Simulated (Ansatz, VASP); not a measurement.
# Ga3SbAs2: VASP beside Ansatz

File INCAR:

```
ALGO     = Normal         # electronic algorithm
EDIFF    = 1E-6           # SCF threshold, eV
ENCUT    = 520            # plane-wave cutoff, eV
GGA      = PE             # functional
ISIF     = 2              # what is computed and relaxed
ISMEAR   = 0              # smearing method
LASPH    = True           # aspherical terms in the spheres
LCHARG   = True           # write CHGCAR
LELF     = True           # ELF
LREAL    = False          # projectors in reciprocal space
LVHAR    = True         
LWAVE    = False          # write WAVECAR
NBANDS   = 36             # bands
NELM     = 100            # most SCF steps
PREC     = Accurate       # precision mode
SIGMA    = 0.1            # smearing width, eV
```

The input KPOINTS:

```
k-points
0
Gamma
  6 6 2
```

POSCAR

```
Ga3SbAs2
1.0
    3.9774731700      0.0000000000      0.0000000000
   -1.9887365900      3.4445928100      0.0000000000
    0.0000000000      0.0000000000      9.7427797400
Ga Sb As
3 1 2
Direct
    0.0000000000      0.0000000000      0.0000000000
    0.3333333300      0.6666666700      0.6666666700
    0.6666666700      0.3333333300      0.3333333300
    0.0000000000      0.0000000000      0.7500000000
    0.3333333300      0.6666666700      0.4166666700
    0.6666666700      0.3333333300      0.0833333300
```

Input for Ansatz:

```yaml
crystal:
  lattice:
    - [3.97747317, 0.0, 0.0]
    - [-1.98873659, 3.44459281, 0.0]
    - [0.0, 0.0, 9.74277974]
  atoms:
    - { symbol: Ga, position: [0.0, 0.0, 0.0] }
    - { symbol: Ga, position: [0.33333333, 0.66666667, 0.66666667] }
    - { symbol: Ga, position: [0.66666667, 0.33333333, 0.33333333] }
    - { symbol: Sb, position: [0.0, 0.0, 0.75] }
    - { symbol: As, position: [0.33333333, 0.66666667, 0.41666667] }
    - { symbol: As, position: [0.66666667, 0.33333333, 0.08333333] }
basis:
  ecutwfc: 420
kpoints:
  mp_grid: { grid: [6, 6, 2] }
hamiltonian:
  xc: pbe
scf:
  occupations: { method: gaussian, width: 0.1 }
  lower_state_search: "off"
output:
  forces: true
  stress: true
  eigenvalues: true
```

Alike in both runs: task single point; functional PBE; k mesh 6 × 6 × 2; occupations gaussian, width 0.1 eV; no spin polarisation.

|  | VASP | Ansatz |
| --- | --- | --- |
| version | VASP 6.6.1 | Ansatz 0.2.0 |
| potentials or method | VASP PAW PBE potentials, release 64 (Ga_d, Sb, As), cutoff 520 eV | scalar-relativistic, plane waves, PAW |
| valence electrons in the cell | 54 | 84 |

|  | VASP | Ansatz | Ansatz less VASP |
| --- | --- | --- | --- |
| gap on the k mesh at the Fermi level (eV) | 0.55 | 0.55 | +0.002 |
| least direct gap on the mesh (eV) | 0.55 | 0.55 | +0.002 |
| pressure (GPa) | 12.2 | 12.0 | -0.21 |
| traceless stress, the component that is largest in VASP (GPa) | -0.37 | -0.37 | -0.004 |
| rms of the force components (eV/Å) | 0.523 | 0.522 | -0.0011 |

Atom by atom the forces differ by 0.002 eV/Å (rms over components). VASP's potentials hold 54 valence electrons a cell and Ansatz's 84, so a difference there can come from the potentials and not from the codes.

Spin-orbit coupling is off throughout.
